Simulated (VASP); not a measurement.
Write the native input for VASP 6.6.1 that does the following.

```yaml
Task: single point
Functional: LDA
Potentials_or_basis: VASP PAW LDA potentials, release 64 (B, N)
Cutoff: 520 eV
k_mesh: 10 × 4 × 1
Occupations: gaussian, width 0.05 eV
Spin: no spin polarisation
Dipole_correction: yes
Further_INCAR_settings: LREAL = Auto; ALGO = Normal; EDIFF = 1e-06; NBANDS = 66
```

The structure of BN lies in POSCAR:

```
BN
1.0
    2.5039917000      0.0000000000      0.0000000000
    0.0000000000      6.6612000000      0.0000000000
    0.0000000000      0.0000000000     31.5654422331
B N
12 12
Direct
    0.0000000000      0.7500000000      0.3168021511
    0.5000000000      0.2500000000      0.3397018834
    0.5000000000      0.7500000000      0.3855013480
    0.0000000000      0.2500000000      0.4084010709
    0.0000000000      0.7500000000      0.4542005354
    0.5000000000      0.2500000000      0.4771002677
    0.5000000000      0.7500000000      0.5227927868
    0.0000000000      0.2500000000      0.5450973576
    0.0000000000      0.7500000000      0.5913288020
    0.5000000000      0.2500000000      0.6127675678
    0.5000000000      0.7500000000      0.6611390211
    0.0000000000      0.2500000000      0.6786907623
    0.0000000000      0.2500000000      0.3168021511
    0.5000000000      0.7500000000      0.3397018834
    0.5000000000      0.2500000000      0.3855013480
    0.0000000000      0.7500000000      0.4084010709
    0.0000000000      0.2500000000      0.4542005354
    0.5000000000      0.7500000000      0.4771002677
    0.5000000000      0.2500000000      0.5229244970
    0.0000000000      0.7500000000      0.5452619119
    0.0000000000      0.2500000000      0.5911965535
    0.5000000000      0.7500000000      0.6134211421
    0.5000000000      0.2500000000      0.6599716659
    0.0000000000      0.7500000000      0.6809460858
```

The input as run:

INCAR

```
SYSTEM = BN
  PREC = Accurate
  ENCUT = 520
  EDIFF = 1E-6
  ISMEAR = 0
  SIGMA = 0.05
  LREAL = Auto
  LASPH = .TRUE.
  NELM = 80
  ALGO = Normal
  ISIF = 2
  LWAVE = .FALSE.
  LCHARG = .FALSE.
  LDIPOL = .TRUE.
  IDIPOL = 3
  DIPOL = 0.5 0.5 0.500
  NBANDS = 66
```

KPOINTS

```
Automatic mesh
0
G
  10 4 1
  0 0 0
```

Potentials or basis: VASP PAW LDA potentials, release 64 (B, N).

Command:

```bash
$ cat potpaw_LDA.64/B/POTCAR potpaw_LDA.64/N/POTCAR > POTCAR
$ mpirun -np 1 vasp_std > vasp.out
```

It gave:

```json
{"Largest force": "2.995 eV/Å", "Band gap on the k mesh": "zero (bands 48 and 49 overlap by 0.07 eV)"}
```

It took 35 min on 1 thread of Intel(R) Xeon(R) Platinum 8259CL CPU @ 2.50GHz (Skylake/Cascade Lake), on a shared host, peak memory 0.64 GiB.
